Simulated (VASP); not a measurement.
Input of a VASP 6.6.1 run:

File INCAR:

```
PREC = Accurate
ENCUT = 520
EDIFF = 1E-8
ISMEAR = -1
SIGMA = 0.05
LREAL = F
LASPH = T
NELM = 60
ALGO = Normal
ISIF = 2
LWAVE = F
LCHARG = F
LEFG = T
NBANDS = 14
```

File KPOINTS:

```
Automatic mesh
0
Gamma
  11 11 6
```

The input POSCAR:

```
Na
1.0
    3.7293309876      0.0000000000      0.0000000000
   -1.8646654938      3.2296953744      0.0000000000
    0.0000000000      0.0000000000      6.1540000000
Na
2
Direct
    0.3333333333      0.6666666667      0.2500000000
    0.6666666667      0.3333333333      0.7500000000
```

Potentials or basis: VASP PAW LDA potentials, release 64 (Na_pv).

Command:

```console
$ cat potpaw_LDA.64/Na_pv/POTCAR > POTCAR
$ mpirun -np 1 vasp_std > vasp.out
```

Estimate the pressure.

-0.8 GPa.

What does it give for the band gap on the k mesh?

Zero (band 7 reaches 1.97 eV, above the bottom of band 8 at -2.11 eV).

Stress tensor (GPa, compression positive):
```
-0.85  0.00  0.00
 0.00 -0.85  0.00
 0.00  0.00 -0.65
```

Caveat: the cell differs from its parent crystal (equal xx and yy strain of -1 %); without QUAD_EFG the Cq values of the log hold for a quadrupole moment of 1 mb, not for the nuclei.
